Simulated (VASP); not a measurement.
TaN:

```
Ta N
1.0
     0.00000    2.20000    2.20000
     2.20000    0.00000    2.20000
     2.20000    2.20000    0.00000
Ta N
1 1
Direct
  0.00000 0.00000 0.00000
  0.50000 0.50000 0.50000
```

* Program: VASP 6.6.1
* Task: relaxation of cell and atoms
* Functional: PBE
* Potentials or basis: VASP PAW PBE potentials, release 64 (Ta_pv, N)
* Cutoff: 600 eV
* k mesh: 16 × 16 × 16
* Occupations: gaussian, width 0.1 eV
* Spin: no spin polarisation

At the start: pressure 4.7 GPa; volume 10.65 Å³/atom.

Question: Where does the relaxation end?

Answer: Over 3 steps the energy falls by 2.1 meV/atom and the volume is 10.80 Å³/atom (+1.4 %); space group Fm-3m (No. 225, to 0.05 Å).

Step by step:
```csv
step,energy change (eV),largest force (eV/Å),pressure (GPa),volume (Å³)
1,0.0000,0.0000,4.70,21.30
2,0.0167,0.0000,-9.53,22.27
3,-0.0043,0.0000,-0.02,21.59
```

Final structure:
```cif
data_structure
_symmetry_space_group_name_H-M 'P 1'
_symmetry_Int_Tables_number 1
_cell_length_a 3.1257
_cell_length_b 3.1257
_cell_length_c 3.1257
_cell_angle_alpha 60.000
_cell_angle_beta 60.000
_cell_angle_gamma 60.000
_cell_volume 21.59
loop_
_atom_site_label
_atom_site_type_symbol
_atom_site_fract_x
_atom_site_fract_y
_atom_site_fract_z
_atom_site_occupancy
Ta1 Ta 0.00000 0.00000 0.00000 1
N1 N 0.50000 0.50000 0.50000 1
```
